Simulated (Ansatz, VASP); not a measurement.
Ta in VASP and in Ansatz

```
Ta
1.0
    -1.65147    1.65147    1.65147
     1.65147   -1.65147    1.65147
     1.65147    1.65147   -1.65147
Ta
1
Cartesian
  0.0000 0.0000 0.0000
```

Alike in both runs: task relaxation of cell and atoms; functional r2SCAN; k mesh 16 × 16 × 16; occupations fermi-dirac, width 0.15 eV; no spin polarisation.

|  | VASP | Ansatz |
| --- | --- | --- |
| version | VASP 6.6.1 | Ansatz 0.2.0 |
| potentials or method | VASP PAW PBE potentials, release 64 (Ta_pv), cutoff 600 eV | scalar-relativistic, plane waves, PAW |
| valence electrons in the cell | 11 | 13 |

```tsv
	VASP	Ansatz	Ansatz less VASP
gap on the k mesh at the Fermi level, each at its own relaxed structure (eV)	none	none	-
relaxed volume (Å³/atom)	18.15	18.10	-0.050
relaxed cell length with the largest relative difference (Å)	2.867	2.865	-0.0026
```

VASP's potentials were made for PBE, not for r2SCAN. A gap of «none» marks a metal or a gap that the smearing closes. VASP's potentials hold 11 valence electrons a cell and Ansatz's 13, so a difference there can come from the potentials and not from the codes.

Neither program's run includes spin-orbit coupling.
